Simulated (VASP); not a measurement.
Input of a VASP 6.6.1 run:

Contents of INCAR:

```
SYSTEM = ZrH4
  ALGO = Normal
  EDIFF = 1E-6
  ENCUT = 520
  GGA = PE
  ISIF = 2
  ISMEAR = 0
  ISPIN = 2
  LASPH = .TRUE.
  LCHARG = .TRUE.
  LELF = .TRUE.
  LMAXMIX = 4
  LORBIT = 11
  LREAL = .FALSE.
  LVHAR = .TRUE.
  LWAVE = .FALSE.
  MAGMOM = 1 0 0 0 0
  NBANDS = 20
  NELM = 150
  PREC = Accurate
  SIGMA = 0.1
```

File KPOINTS:

```
k-points
0
G
  6 6 4
  0 0 0
```

File POSCAR:

```
ZrH4
1.0
    3.2073092039      0.0000000000      0.0000000000
   -1.6036546020      2.7776112484      0.0000000000
    0.0000000000      0.0000000000      4.0985277398
Zr H
1 4
Direct
    0.0000000000      0.0000000000      0.5000000000
    0.3333333333      0.6666666667      0.7551789603
    0.3333333333      0.6666666667      0.2448210397
    0.6666666667      0.3333333333      0.2448210397
    0.6666666667      0.3333333333      0.7551789603
```

Potentials or basis: VASP PAW PBE potentials, release 64 (Zr_sv, H).

Run with:

```console
$ cat potpaw_PBE.64/Zr_sv/POTCAR potpaw_PBE.64/H/POTCAR > POTCAR
$ mpirun -np 1 vasp_std > vasp.out
```

(1) Predict the band gap on the k mesh.

(2) Predict the pressure.

(3) Estimate the largest force.

(4) What does it give for the net moment?

## Answers

(1) zero (filled and empty bands overlap).

(2) -0.1 GPa.

(3) 0.009 eV/Å.

(4) 0.03 μB per cell.

Caveat: the k points lie up to 0.38 Å⁻¹ apart, too coarse for converged energies and pressures of a metal.
